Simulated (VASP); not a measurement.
# In2GaN (P4/mmm) in VASP: single point with PBE

Aim: the single point of In2GaN with PBE.

Program: VASP 6.6.1. These are calculated values, not measurements. Logs are shortened: lines on timing, memory, paths and dates and some standing lists are left out, and cuts for length are marked.

### 1 The cell of the first run

It takes space group P4/mmm (No. 123, tetragonal). The conventional cell has a = 3.177 Å, b = 3.177 Å, c = 7.317 Å, α = 90.00°, β = 90.00°, γ = 90.00°. Within 3.8 Å of In (site symmetry 4mm) lie 4 Ga at 2.86 Å and 4 N at 2.94 Å and 6 In at 3.18 to 3.78 Å. Ga (site symmetry 4/mmm) has 8 In at 2.86 Å and 4 Ga at 3.18 Å and 2 N at 3.66 Å within 3.8 Å. Within 3.9 Å of N (site symmetry 4/mmm) lie 8 In at 2.94 Å and 4 N at 3.18 Å and 2 Ga at 3.66 Å.

The cell was built from a structure type or drawn by symmetry, and may not be a known phase.

### 2 Single point, PBE

The input, INCAR:

```
PREC = Accurate
ENCUT = 520
EDIFF = 1E-6
ISMEAR = 0
SIGMA = 0.1
LREAL = False
LASPH = True
NELM = 80
ALGO = Normal
ISIF = 2
LWAVE = False
LCHARG = False
GGA = PE
NBANDS = 30
```

The input, KPOINTS:

```
Automatic mesh
0
Gamma
  6 6 4
```

The input, POSCAR:

```
In2GaN
1.0
    3.1765862400      0.0000000000      0.0000000000
    0.0000000000      3.1765862400      0.0000000000
    0.0000000000      0.0000000000      7.3166485100
In Ga N
2 1 1
Direct
    0.5000000000      0.5000000000      0.2586432100
    0.5000000000      0.5000000000      0.7413567900
    0.0000000000      0.0000000000      0.5000000000
    0.0000000000      0.0000000000      0.0000000000
```

Potentials or basis: VASP PAW PBE potentials, release 64 (In_d, Ga_d, N).

Started as:

```
$ cat potpaw_PBE.64/In_d/POTCAR potpaw_PBE.64/Ga_d/POTCAR potpaw_PBE.64/N/POTCAR > POTCAR
$ mpirun -np 1 vasp_std > vasp.out
```

OUTCAR:

```text
PREC = Accurate
   ENCUT = 520
   EDIFF = 1E-6
   ISMEAR = 0
   LREAL = False
   LASPH = True
   NELM = 80
   ISIF = 2
   GGA = PE

 ion  position               nearest neighbor table
   1  0.500  0.500  0.259-   3 2.86   3 2.86   3 2.86   3 2.86   2 3.53   2 3.78
   2  0.500  0.500  0.741-   3 2.86   3 2.86   3 2.86   3 2.86   1 3.53   1 3.78
   3  0.000  0.000  0.500-   1 2.86   2 2.86   1 2.86   2 2.86   1 2.86   2 2.86   1 2.86   2 2.86

   4  0.000  0.000  0.000-

  LATTYP: Found a simple tetragonal cell.
 ALAT       =     3.1765862400
 C/A-ratio  =     2.3033054849

  Lattice vectors:

 A1 = (   3.1765862400,   0.0000000000,   0.0000000000)
 A2 = (   0.0000000000,   3.1765862400,   0.0000000000)
 A3 = (   0.0000000000,   0.0000000000,   7.3166485100)

Analysis of symmetry for initial positions (statically):
=====================================================================
 Subroutine PRICEL returns:
 Original cell was already a primitive cell.

 Routine SETGRP: Setting up the symmetry group for a
 simple tetragonal supercell.

 Subroutine GETGRP returns: Found 16 space group operations
 (whereof 16 operations were pure point group operations)
 out of a pool of 16 trial point group operations.

The static configuration has the point symmetry D_4h.

Analysis of symmetry for dynamics (positions and initial velocities):
=====================================================================
 Subroutine PRICEL returns:
 Original cell was already a primitive cell.

 Routine SETGRP: Setting up the symmetry group for a
 simple tetragonal supercell.

 Subroutine GETGRP returns: Found 16 space group operations
 (whereof 16 operations were pure point group operations)
 out of a pool of 16 trial point group operations.

The dynamic configuration has the point symmetry D_4h.

 Subroutine INISYM returns: Found 16 space group operations
 (whereof 16 operations are pure point group operations),
 and found     1 'primitive' translations

----------------------------------------------------------------------------------------

                                     Primitive cell

  volume of cell :      73.8301

  direct lattice vectors                    reciprocal lattice vectors
     3.176586240  0.000000000  0.000000000     0.314803353  0.000000000  0.000000000
     0.000000000  3.176586240  0.000000000     0.000000000  0.314803353  0.000000000
[... 89 lines left out ...]
   EDIFF  = 0.1E-05   stopping-criterion for ELM
   LREAL  =      F    real-space projection
   EDIFFG = 0.1E-04   stopping-criterion for IOM
   NSW    =      0    number of steps for IOM
   IBRION =     -1    ionic relax: 0-MD 1-quasi-New 2-CG
   NFREE  =      0    steps in history (QN), initial steepest desc. (CG)
   ISIF   =      2    stress and relaxation
   ISYM   =      2    0-nonsym 1-usesym 2-fastsym
   POTIM  = 0.5000    time-step for ionic-motion
   TEBEG  =    0.0;   TEEND  =   0.0 temperature during run
   PSTRESS=    0.0 pullay stress
   NELECT =      44.0000    total number of electrons
   NUPDOWN=      -1.0000    fix difference up-down
   EMIN   =  10.00;   EMAX   =-10.00  energy-range for DOS
   EFERMI =   0.00;   METHOD = LEGACY
   ISMEAR =     0;   SIGMA  =   0.10  broadening in eV -4-tet -1-fermi 0-gaus
   EFERMI_NEDOS =   21; number of points for ismear=-14 and -15
   IALGO  =     38    algorithm
   IMIX   =      4    mixing-type and parameters
     AMIX     =   0.40;   BMIX     =  1.00
     AMIX_MAG =   1.60;   BMIX_MAG =  1.00
  volume/ion in A,a.u.               =      18.46       124.56
  Fermi-wavevector in a.u.,A,eV,Ry     =   1.377679  2.603435 25.823833  1.897998
  Thomas-Fermi vector in A             =   2.502810
   LORBIT       =      0    0 simple, 1 ext, 2 COOP (PROOUT), +10 PAW based schemes
   GGA     = PE    functional components
   LHFCALC =     F    Hartree Fock is set to
   AEXX    =    0.0000 exact exchange contribution
   IVDW    =     0    specifies the selected vdW correction
   LEPSILON=     F    determine dielectric tensor
   LRPA    =     F    only Hartree local field effects (RPA)
 non-spin polarized calculation
 Gauss-broadening in eV      SIGMA  =   0.10
  energy-cutoff  :      520.00
  volume of cell :       73.83
 maximum number of plane-waves:      2024
 NGX is ok and might be reduce to    24
   NGX = 11   NGY = 11   NGZ = 27

 number of electron      44.0000001 magnetization

 Free energy of the ion-electron system (eV)
  ---------------------------------------------------
  ext. energy  EPLUGINS =         0.00000000
  ---------------------------------------------------
  free energy    TOTEN  =       -12.22709568 eV

  energy without entropy =      -12.20849422  energy(sigma->0) =      -12.21779495

 E-fermi :   7.2311     XC(G=0): -10.9335

 val. band max:        7.2215114116   @ k =   0.5000   0.3333   0.5000
 cond. band min:       7.2420029210   @ k =   0.1667   0.0000   0.0000
 fundamental gap:      0.0204915094
 Fermi energy:         7.2310887188

 k-point     1 :       0.0000    0.0000    0.0000
  band No.  band energies     occupation
      1      -8.2982      2.00000
      2      -8.2291      2.00000
      3      -8.1457      2.00000
      4      -8.1457      2.00000
      5      -8.0961      2.00000
      6      -7.8322      2.00000
[... 781 lines left out ...]
     29      15.8418      0.00000
     30      16.8828      0.00000

 [... further k-points ...]

------------------------ aborting loop because EDIFF is reached ----------------------------------------

  FORCE on cell =-STRESS in cart. coord.  units (eV):
  Direction    XX          YY          ZZ          XY          YZ          ZX
  --------------------------------------------------------------------------------------
  -------------------------------------------------------------------------------------
  Total        1.8385905      1.8385905     -0.8480015      0.0000000      0.0000000     -0.0000000
  in kB       39.8990086     39.8990086    -18.4023673      0.0000000      0.0000000     -0.0000000
  external PRESSURE =      20.4652166 kB  Pullay stress =       0.0000000 kB

 VOLUME and BASIS-vectors are now :
 -----------------------------------------------------------------------------
  energy-cutoff  :      520.00
  volume of cell :       73.83
      direct lattice vectors                 reciprocal lattice vectors
     3.176586240  0.000000000  0.000000000     0.314803353  0.000000000  0.000000000
     0.000000000  3.176586240  0.000000000     0.000000000  0.314803353  0.000000000
     0.000000000  0.000000000  7.316648510     0.000000000  0.000000000  0.136674599

 POSITION                                       TOTAL-FORCE (eV/Angst)
 -----------------------------------------------------------------------------------
      1.58829      1.58829      1.89240        -0.000000     -0.000000     -3.150379
      1.58829      1.58829      5.42425         0.000000     -0.000000      3.150379
      0.00000      0.00000      3.65832         0.000000      0.000000      0.000000
      0.00000      0.00000      0.00000         0.000000      0.000000      0.000000
 -----------------------------------------------------------------------------------
    total drift:                                0.000000     -0.000000      0.000000

  FREE ENERGIE OF THE ION-ELECTRON SYSTEM (eV)
  ---------------------------------------------------
  free  energy   TOTEN  =       -12.2270956782 eV

  energy  without entropy=      -12.2084942226  energy(sigma->0) =      -12.21779495
```

OSZICAR:

```text
N       E                     dE             d eps       ncg     rms          rms(c)
DAV:   1     0.383017359211E+03    0.38302E+03   -0.21449E+04  1848   0.232E+03
DAV:   2     0.379576229601E+02   -0.34506E+03   -0.33608E+03  1812   0.502E+02
DAV:   3    -0.119473370316E+02   -0.49905E+02   -0.47772E+02  2218   0.174E+02
DAV:   4    -0.144595945060E+02   -0.25123E+01   -0.24980E+01  2054   0.393E+01
DAV:   5    -0.145550559585E+02   -0.95461E-01   -0.95434E-01  2722   0.763E+00    0.999E+00
DAV:   6    -0.170968358457E+02   -0.25418E+01   -0.75158E+01  2524   0.386E+01    0.145E+01
DAV:   7    -0.122119393122E+02    0.48849E+01   -0.12890E+01  2448   0.149E+01    0.324E+00
DAV:   8    -0.122416027367E+02   -0.29663E-01   -0.10739E+00  1950   0.493E+00    0.100E+00
DAV:   9    -0.122314688039E+02    0.10134E-01   -0.77133E-02  2646   0.160E+00    0.713E-01
DAV:  10    -0.122323340935E+02   -0.86529E-03   -0.51562E-02  2766   0.152E+00    0.628E-01
DAV:  11    -0.122270401395E+02    0.52940E-02   -0.16949E-02  2502   0.676E-01    0.119E-01
DAV:  12    -0.122270888468E+02   -0.48707E-04   -0.10138E-03  2158   0.198E-01    0.348E-02
DAV:  13    -0.122270983221E+02   -0.94754E-05   -0.56212E-05  2534   0.532E-02    0.175E-02
DAV:  14    -0.122270970019E+02    0.13202E-05   -0.94766E-06  2252   0.357E-02    0.164E-02
DAV:  15    -0.122270953253E+02    0.16766E-05   -0.91853E-06  2110   0.232E-02    0.136E-03
DAV:  16    -0.122270956782E+02   -0.35295E-06   -0.74552E-07  1194   0.707E-03
   1 F= -.12227096E+02 E0= -.12217795E+02  d E =-.186015E-01
```

stdout:

```text
POSCAR found type information on POSCAR InGaN
 POSCAR found :  3 types and       4 ions
 scaLAPACK will be used
 LDA part: xc-table for (Slater+PW92), standard interpolation
 POSCAR, INCAR and KPOINTS ok, starting setup
 FFT: planning ... GRIDC
 FFT: planning ... GRID_SOFT
 FFT: planning ... GRID
 WAVECAR not read
 entering main loop
```

Wall time 78 s (1 thread of AMD EPYC 7R43 (Zen 3), shared host); peak memory 0.18 GiB.

What came out:

| Item | Value |
| --- | --- |
| Free energy | -12.2271 eV |
| Pressure | 2.0 GPa |
| Largest force | 3.150 eV/Å |
| Band gap on the k mesh | zero (bands 22 and 23 overlap by 2.32 eV) |

Forces on the atoms (eV/Å):
```
In   0.000  0.000 -3.150
In   0.000  0.000  3.150
Ga   0.000  0.000  0.000
N    0.000  0.000  0.000
```

Stress tensor (GPa, compression positive):
```
 3.99  0.00  0.00
 0.00  3.99  0.00
 0.00  0.00 -1.84
```

Levels at points of the mesh, in eV from the Fermi level:
| k point | band 20 | band 21 | band 22 | band 23 | band 24 | band 25 |
| --- | --- | --- | --- | --- | --- | --- |
| (0.00, 0.00, 0.00) | -1.48 | -0.10 | -0.10 | 3.60 | 3.60 | 4.41 |
| (0.50, 0.00, 0.00) | -3.71 | -3.63 | 0.32 | 0.37 | 2.55 | 2.83 |
| (0.50, 0.50, 0.00) | -2.44 | -1.31 | -1.31 | -1.10 | 0.04 | 0.29 |
| (0.00, 0.00, 0.50) | -0.06 | -0.06 | 1.22 | 1.88 | 3.42 | 3.42 |
| (0.50, 0.00, 0.50) | -2.87 | -1.68 | -0.99 | 0.32 | 0.49 | 4.40 |
| (0.50, 0.50, 0.50) | -2.56 | -2.56 | -2.25 | -0.84 | -0.78 | 1.71 |

Caveat: spin-orbit coupling is left out, which moves the levels of the heavy elements; forces of over 1 eV/Å act on the atoms, so gaps and moduli don't describe the material at rest.
